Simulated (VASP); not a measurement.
# MgS (I-4m2) in VASP: notebook

MgS is run at these levels: PBE, r2SCAN, HSE06; tasks: single point.

Everything below comes from runs of VASP 6.6.1. Logs are shortened: lines on timing, memory, paths and dates and some standing lists are left out, and cuts for length are marked.

## 1. The cell of the first run

It takes space group I-4m2 (No. 119, tetragonal). Conventional cell: a = 4.118 Å, b = 4.118 Å, c = 5.420 Å, α = 90.00°, β = 90.00°, γ = 90.00°. Mg (site symmetry -4m2) has 4 S at 2.47 Å within 3.3 Å. S (site symmetry -4m2) has 4 Mg at 2.47 Å within 3.3 Å.

## 2. Single point, PBE (epitaxial xy strain +2.9%)

Contents of INCAR:

```
PREC     = Accurate       # precision mode
ENCUT    = 520            # plane-wave cutoff, eV
EDIFF    = 1E-6           # SCF threshold, eV
ISMEAR   = -1             # smearing method
SIGMA    = 0.02           # smearing width, eV
LREAL    = F              # projectors in reciprocal space
LASPH    = T              # aspherical terms in the spheres
NELM     = 100            # most SCF steps
ALGO     = Normal         # electronic algorithm
ISIF     = 2              # what is computed and relaxed
LWAVE    = F              # write WAVECAR
LCHARG   = F              # write CHGCAR
GGA      = PE             # functional
NBANDS   = 11             # bands
```

Contents of KPOINTS:

```
Automatic mesh
0
Gamma
  8 8 8
```

Contents of POSCAR:

```
MgS
1.0
    0.0000000000      2.9121230042      2.7101022774
    2.9121230042      0.0000000000      2.7101022774
    2.9121230042      2.9121230042      0.0000000000
Mg S
1 1
Direct
    0.0000000000      0.0000000000      0.0000000000
    0.2500000000      0.2500000000      0.2500000000
```

Potentials or basis: VASP PAW PBE potentials, release 64 (Mg, S).

On the command line:

```sh
> cat potpaw_PBE.64/Mg/POTCAR potpaw_PBE.64/S/POTCAR > POTCAR
> mpirun -np 1 vasp_std > vasp.out
```

OUTCAR:

```text
PREC = Accurate
   ENCUT = 520
   EDIFF = 1E-6
   ISMEAR = -1
   LREAL = F
   LASPH = T
   NELM = 100
   ISIF = 2
   GGA = PE

 ion  position               nearest neighbor table
   1  0.000  0.000  0.000-   2 2.47   2 2.47   2 2.47   2 2.47
   2  0.250  0.250  0.250-   1 2.47   1 2.47   1 2.47   1 2.47

  LATTYP: Found a body centered tetragonal cell.
 ALAT       =     4.1183638478
 C/A-ratio  =     1.3161062876

  Lattice vectors:

 A1 = (   0.0000000000,  -2.9121230042,  -2.7101022774)
 A2 = (   0.0000000000,   2.9121230042,  -2.7101022774)
 A3 = (   2.9121230042,   0.0000000000,   2.7101022774)

Analysis of symmetry for initial positions (statically):
=====================================================================
 Subroutine PRICEL returns:
 Original cell was already a primitive cell.

 Routine SETGRP: Setting up the symmetry group for a
 body centered tetragonal supercell.

 Subroutine GETGRP returns: Found  8 space group operations
 (whereof  8 operations were pure point group operations)
 out of a pool of 16 trial point group operations.

The static configuration has the point symmetry D_2d.

Analysis of symmetry for dynamics (positions and initial velocities):
=====================================================================
 Subroutine PRICEL returns:
 Original cell was already a primitive cell.

 Routine SETGRP: Setting up the symmetry group for a
 body centered tetragonal supercell.

 Subroutine GETGRP returns: Found  8 space group operations
 (whereof  8 operations were pure point group operations)
 out of a pool of 16 trial point group operations.

The dynamic configuration has the point symmetry D_2d.

 Subroutine INISYM returns: Found  8 space group operations
 (whereof  8 operations are pure point group operations),
 and found     1 'primitive' translations

----------------------------------------------------------------------------------------

                                     Primitive cell

  volume of cell :      45.9658

  direct lattice vectors                    reciprocal lattice vectors
     0.000000000  2.912123004  2.710102277    -0.171696044  0.171696044  0.184494882
     2.912123004  0.000000000  2.710102277     0.171696044 -0.171696044  0.184494882
     2.912123004  2.912123004  0.000000000     0.171696044  0.171696044 -0.184494882

  length of vectors
     3.978079278  3.978079278  4.118363848     0.304954791  0.304954791  0.304954791

  position of ions in fractional coordinates (direct lattice)
     0.000000000  0.000000000  0.000000000
     0.250000000  0.250000000  0.250000000

  ion indices of the primitive-cell ions
   primitive index   ion index
                 1           1
                 2           2

----------------------------------------------------------------------------------------

 KPOINTS: Automatic mesh

Automatic generation of k-mesh.
 Grid dimensions read from file:
 generate k-points for:    8    8    8

 Generating k-lattice:

  Cartesian coordinates                     Fractional coordinates (reciprocal lattice)
    -0.021462006  0.021462006  0.023061860     0.125000000  0.000000000  0.000000000
     0.021462006 -0.021462006  0.023061860     0.000000000  0.125000000  0.000000000
     0.021462006  0.021462006 -0.023061860     0.000000000  0.000000000  0.125000000

  Length of vectors
     0.038119349  0.038119349  0.038119349

  Shift w.r.t. Gamma in fractional coordinates (k-lattice)
     0.000000000  0.000000000  0.000000000

 Subroutine IBZKPT returns following result:
 ===========================================

 Found     59 irreducible k-points:

 Following reciprocal coordinates:
            Coordinates               Weight
  0.000000  0.000000  0.000000      1.000000
  0.125000  0.000000  0.000000      8.000000
  0.250000  0.000000  0.000000      8.000000
  0.375000  0.000000  0.000000      8.000000
  0.500000  0.000000  0.000000      4.000000
  0.125000  0.125000  0.000000      2.000000
[... 16 lines left out ...]
  0.250000  0.000000  0.125000     16.000000
  0.375000  0.000000  0.125000     16.000000
 [... further k-points ...]
   k-points           NKPTS =     59   k-points in BZ     NKDIM =     59   number of bands    NBANDS=     11
   number of dos      NEDOS =    301   number of ions     NIONS =      2
   total plane-waves  NPLWV =  28800
   dimension x,y,z NGX =    30 NGY =   30 NGZ =   32
   dimension x,y,z NGXF=    60 NGYF=   60 NGZF=   64
   ions per type =               1   1
   NGX,Y,Z   is equivalent  to a cutoff of  12.54, 12.54, 12.92 a.u.
   NGXF,Y,Z  is equivalent  to a cutoff of  25.07, 25.07, 25.83 a.u.
 SYSTEM =  unknown system
   PREC   = accura    normal or accurate (medium, high low for compatibility)
   ISTART =      0    job   : 0-new  1-cont  2-samecut
   ICHARG =      2    charge: 1-file 2-atom 10-const
   ISPIN  =      1    spin polarized calculation?
   LNONCOLLINEAR =      F non collinear calculations
   LSORBIT =      F    spin-orbit coupling
   LASPH  =      T    aspherical Exc in radial PAW
   ENCUT  =  520.0 eV  38.22 Ry    6.18 a.u.   7.40  7.40  7.66*2*pi/ulx,y,z
   NELM   =    100;   NELMIN=  2; NELMDL= -5     # of ELM steps
   EDIFF  = 0.1E-05   stopping-criterion for ELM
   LREAL  =      F    real-space projection
   EDIFFG = 0.1E-04   stopping-criterion for IOM
   NSW    =      0    number of steps for IOM
   IBRION =     -1    ionic relax: 0-MD 1-quasi-New 2-CG
   NFREE  =      0    steps in history (QN), initial steepest desc. (CG)
   ISIF   =      2    stress and relaxation
   ISYM   =      2    0-nonsym 1-usesym 2-fastsym
   POTIM  = 0.5000    time-step for ionic-motion
   TEBEG  =    0.0;   TEEND  =   0.0 temperature during run
   PSTRESS=    0.0 pullay stress
   NELECT =       8.0000    total number of electrons
   NUPDOWN=      -1.0000    fix difference up-down
   EMIN   =  10.00;   EMAX   =-10.00  energy-range for DOS
   EFERMI =   0.00;   METHOD = LEGACY
   ISMEAR =    -1;   SIGMA  =   0.02  broadening in eV -4-tet -1-fermi 0-gaus
   EFERMI_NEDOS =   21; number of points for ismear=-14 and -15
   IALGO  =     38    algorithm
   IMIX   =      4    mixing-type and parameters
     AMIX     =   0.40;   BMIX     =  1.00
     AMIX_MAG =   1.60;   BMIX_MAG =  1.00
  volume/ion in A,a.u.               =      22.98       155.10
  Fermi-wavevector in a.u.,A,eV,Ry     =   0.914029  1.727264 11.366964  0.835448
  Thomas-Fermi vector in A             =   2.038608
   LORBIT       =      0    0 simple, 1 ext, 2 COOP (PROOUT), +10 PAW based schemes
   GGA     = PE    functional components
   LHFCALC =     F    Hartree Fock is set to
   AEXX    =    0.0000 exact exchange contribution
   IVDW    =     0    specifies the selected vdW correction
   LEPSILON=     F    determine dielectric tensor
   LRPA    =     F    only Hartree local field effects (RPA)
 non-spin polarized calculation
  energy-cutoff  :      520.00
  volume of cell :       45.97
 maximum number of plane-waves:      1251
 NGX is ok and might be reduce to    30
   NGX = 15   NGY = 15   NGZ = 15

 number of electron       8.0000001 magnetization

 Free energy of the ion-electron system (eV)
  ---------------------------------------------------
  ext. energy  EPLUGINS =         0.00000000
  ---------------------------------------------------
  free energy    TOTEN  =        -8.46368483 eV

  energy without entropy =       -8.46368483  energy(sigma->0) =       -8.46368483

 E-fermi :   1.5060     XC(G=0):  -8.3446

 val. band max:        1.1009283691   @ k =   0.0000   0.0000   0.0000
 cond. band min:       4.3643446639   @ k =   0.0000   0.0000   0.0000
 fundamental gap:      3.2634162948
 Fermi energy:         1.5059532233

 k-point     1 :       0.0000    0.0000    0.0000
  band No.  band energies     occupation
      1     -10.2340      2.00000
      2       0.9408      2.00000
      3       0.9408      2.00000
      4       1.1009      2.00000
      5       4.3643      0.00000
      6       8.9074      0.00000
      7       8.9074      0.00000
      8       8.9658      0.00000
      9      11.2165      0.00000
     10      12.2669      0.00000
     11      14.2996      0.00000

 k-point     2 :       0.1250    0.0000    0.0000
  band No.  band energies     occupation
      1     -10.1486      2.00000
      2       0.3159      2.00000
      3       0.8694      2.00000
      4       1.0151      2.00000
      5       5.0243      0.00000
      6       8.7008      0.00000
      7       9.0405      0.00000
      8       9.1566      0.00000
      9      10.9005      0.00000
     10      11.6824      0.00000
     11      14.1373      0.00000

 k-point     3 :       0.2500    0.0000    0.0000
  band No.  band energies     occupation
      1      -9.9278      2.00000
      2      -0.8355      2.00000
      3       0.7088      2.00000
      4       0.9309      2.00000
      5       5.8781      0.00000
      6       8.6431      0.00000
      7       8.8753      0.00000
      8       9.4420      0.00000
      9      11.3114      0.00000
     10      11.4369      0.00000
     11      13.3451      0.00000

 k-point     4 :       0.3750    0.0000    0.0000
  band No.  band energies     occupation
      1      -9.6815      2.00000
      2      -1.7454      2.00000
      3       0.5624      2.00000
      4       0.8569      2.00000
      5       6.0352      0.00000
      6       8.4547      0.00000
      7       9.0236      0.00000
      8       9.4437      0.00000
      9      12.3822      0.00000
     10      12.8309      0.00000
     11      13.3472      0.00000
[... 239 lines left out ...]
 k-point    22 :       0.1250    0.0000    0.1250
  band No.  band energies     occupation
      1     -10.1256      2.00000
      2       0.2761      2.00000
      3       0.7992      2.00000
      4       0.9207      2.00000
      5       5.2114      0.00000
      6       8.4003      0.00000
      7       9.2456      0.00000
      8       9.4534      0.00000
      9      10.0410      0.00000
     10      12.1796      0.00000
     11      14.7549      0.00000

 k-point    23 :       0.2500    0.0000    0.1250
  band No.  band energies     occupation
      1      -9.9538      2.00000
      2      -0.5487      2.00000
      3       0.6349      2.00000
      4       0.7669      2.00000
      5       6.0220      0.00000
      6       8.1345      0.00000
      7       8.8932      0.00000
      8       9.6729      0.00000
      9      10.4427      0.00000
     10      12.2368      0.00000
     11      14.6453      0.00000

 k-point    24 :       0.3750    0.0000    0.1250
  band No.  band energies     occupation
      1      -9.7135      2.00000
      2      -1.4347      2.00000
      3       0.3962      2.00000
      4       0.6622      2.00000
      5       6.4655      0.00000
      6       7.9622      0.00000
      7       8.9307      0.00000
      8       9.6235      0.00000
      9      11.7384      0.00000
     10      13.0455      0.00000
     11      14.1362      0.00000

 [... further k-points ...]

------------------------ aborting loop because EDIFF is reached ----------------------------------------

  FORCE on cell =-STRESS in cart. coord.  units (eV):
  Direction    XX          YY          ZZ          XY          YZ          ZX
  --------------------------------------------------------------------------------------
  -------------------------------------------------------------------------------------
  Total       -0.1086434     -0.1086434      0.2423349      0.0000000      0.0000000     -0.0000000
  in kB       -3.7868558     -3.7868558      8.4467848      0.0000000      0.0000000     -0.0000000
  external PRESSURE =       0.2910244 kB  Pullay stress =       0.0000000 kB

 VOLUME and BASIS-vectors are now :
 -----------------------------------------------------------------------------
  energy-cutoff  :      520.00
  volume of cell :       45.97
      direct lattice vectors                 reciprocal lattice vectors
     0.000000000  2.912123004  2.710102277    -0.171696044  0.171696044  0.184494882
     2.912123004  0.000000000  2.710102277     0.171696044 -0.171696044  0.184494882
     2.912123004  2.912123004  0.000000000     0.171696044  0.171696044 -0.184494882

 POSITION                                       TOTAL-FORCE (eV/Angst)
 -----------------------------------------------------------------------------------
      0.00000      0.00000      0.00000         0.000000      0.000000      0.000000
      1.45606      1.45606      1.35505        -0.000000     -0.000000      0.000000
 -----------------------------------------------------------------------------------
    total drift:                                0.000000      0.000000      0.000001

  FREE ENERGIE OF THE ION-ELECTRON SYSTEM (eV)
  ---------------------------------------------------
  free  energy   TOTEN  =        -8.4636848318 eV

  energy  without entropy=       -8.4636848318  energy(sigma->0) =       -8.46368483
```

Run time: 36 s. Hardware: 1 thread of Intel Xeon 8259CL, shared host; peak memory 0.19 GiB.

What came out:

```
Free energy            : -8.4637 eV
Pressure               : 0.0 GPa
Band gap on the k mesh : 3.26 eV
```

Stress tensor (GPa, compression positive):
```
-0.38  0.00  0.00
 0.00 -0.38  0.00
 0.00  0.00  0.84
```

Levels at points of the mesh, in eV from the valence-band top:
```csv
k point,band 2,band 3,band 4,band 5,band 6,band 7
"(0.00, 0.00, 0.00)",-0.16,-0.16,0.00,3.26,7.81,7.81
"(0.50, 0.00, 0.00)",-3.19,-0.60,-0.27,4.89,7.18,7.94
"(0.50, 0.50, 0.00)",-2.66,-1.34,-1.34,3.70,5.17,11.44
"(0.50, 0.00, 0.50)",-2.99,-1.02,-0.99,3.85,5.70,10.60
```

Caveat: the cell differs from its parent crystal (epitaxial xy strain +2.9%); the structure was generated, so it needn't be the stable form of MgS. A k mesh can miss the band edges.

(Continued in part 2 of 2.)
